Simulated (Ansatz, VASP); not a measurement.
Tl: VASP beside Ansatz

The input INCAR:

```
SYSTEM = Tl
PREC = Accurate
ENCUT = 520
EDIFF = 1E-6
ISMEAR = -1
SIGMA = 0.1
LREAL = .False.
LASPH = .True.
NELM = 80
ALGO = Normal
ISIF = 2
LWAVE = .False.
LCHARG = .False.
GGA = PS
NBANDS = 34
```

KPOINTS

```
regular mesh
0
Gamma
  12 12 4
  0 0 0
```

File POSCAR:

```
Tl
1.0
    3.3865083529      0.0000000000      0.0000000000
   -1.6932541764      2.9328022637      0.0000000000
    0.0000000000      0.0000000000     10.9918660763
Tl
4
Direct
    1.0000000000      1.0000000000      1.0000000000
    1.0000000000      1.0000000000      0.5000000000
    0.3333333333      0.6666666667      0.2500000000
    0.6666666667      0.3333333333      0.7500000000
```

Input for Ansatz:

```yaml
crystal:
  lattice:
    - [3.3865083529, 0.0, 0.0]
    - [-1.6932541764, 2.9328022637, 0.0]
    - [0.0, 0.0, 10.9918660763]
  atoms:
    - { symbol: Tl, position: [1.0, 1.0, 1.0] }
    - { symbol: Tl, position: [1.0, 1.0, 0.5] }
    - { symbol: Tl, position: [0.3333333333, 0.6666666667, 0.25] }
    - { symbol: Tl, position: [0.6666666667, 0.3333333333, 0.75] }
hamiltonian:
  xc: pbesol
  pseudopotentials:
    kind: paw
    azcp:
      Tl: "pseudopotentials/Tl.paw.azcp"
basis:
  ecutwfc: 420
  fft_grid_basis: typed
kpoints:
  mp_grid: { grid: [12, 12, 4], shift: [0, 0, 0] }
magnetization:
  spin_polarized: false
scf:
  occupations: { method: fermi_dirac, width: 0.1 }
  lower_state_search: "off"
output:
  stress: true
```

Alike in both runs: task single point; functional PBEsol; k mesh 12 × 12 × 4; occupations fermi-dirac, width 0.1 eV; no spin polarisation.

|  | VASP | Ansatz |
| --- | --- | --- |
| version | VASP 6.6.1 | Ansatz 0.2.0 |
| potentials or method | VASP PAW PBE potentials, release 64 (Tl_d), cutoff 520 eV | plane waves (420 eV) with PAW, scalar-relativistic |
| valence electrons in the cell | 52 | 52 |

|  | VASP | Ansatz | Ansatz less VASP |
| --- | --- | --- | --- |
| pressure (GPa) | 1.6 | 1.7 | +0.07 |

VASP's potentials were made for PBE, not for PBEsol, and Ansatz warns of the same on its side.

Spin-orbit coupling is off throughout.
